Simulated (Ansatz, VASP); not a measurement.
## Two plane-wave programs on HfO2

```
CELL_PARAMETERS angstrom
5.05980 0.00000 0.00000
0.00000 10.01720 0.00000
0.00000 0.00000 5.22760
ATOMIC_POSITIONS crystal
Hf 0.74515 0.88454 0.96486
Hf 0.24515 0.61546 0.03514
Hf 0.25485 0.38454 0.53514
Hf 0.75485 0.11546 0.46486
Hf 0.25485 0.11546 0.03514
Hf 0.75485 0.38454 0.96486
Hf 0.74515 0.61546 0.46486
Hf 0.24515 0.88454 0.53514
O 0.87051 0.79074 0.62402
O 0.37051 0.70926 0.37598
O 0.12949 0.29074 0.87598
O 0.62949 0.20926 0.12402
O 0.12949 0.20926 0.37598
O 0.62949 0.29074 0.62402
O 0.87051 0.70926 0.12402
O 0.37051 0.79074 0.87598
O 0.50288 0.97644 0.26172
O 0.00288 0.52356 0.73828
O 0.49712 0.47644 0.23828
O 0.99712 0.02356 0.76172
O 0.49712 0.02356 0.73828
O 0.99712 0.47644 0.26172
O 0.50288 0.52356 0.76172
O 0.00288 0.97644 0.23828
```

Alike in both runs: functional PBE; k mesh 5 × 3 × 5; occupations fermi-dirac, width 0.02 eV; no spin polarisation.

Ansatz relaxed the structure, and its values are those at the end. VASP's run is a single point on that final structure, the one shown.

```csv
,VASP,Ansatz
version,VASP 6.6.1,Ansatz 0.2.0
potentials or method,"VASP PAW PBE potentials, release 64 (Hf_pv, O)","plane-wave PAW, scalar-relativistic"
plane-wave cutoff (eV),520,420
valence electrons in the cell,176,304
```

```csv
,VASP,Ansatz,Ansatz less VASP
gap on the k mesh at the Fermi level (eV),4.29,4.33,+0.044
pressure (GPa),2.3,5.6,+3.37
rms of the force components (eV/Å),0.023,0.004,-0.0198
```

The functional is the same, so the differences come from potentials, cutoffs and numerics. VASP's potentials hold 176 valence electrons a cell and Ansatz's 304, so a difference there can come from the potentials and not from the codes. Ansatz's warnings: stress scf threshold loose.

Neither program's run includes spin-orbit coupling.
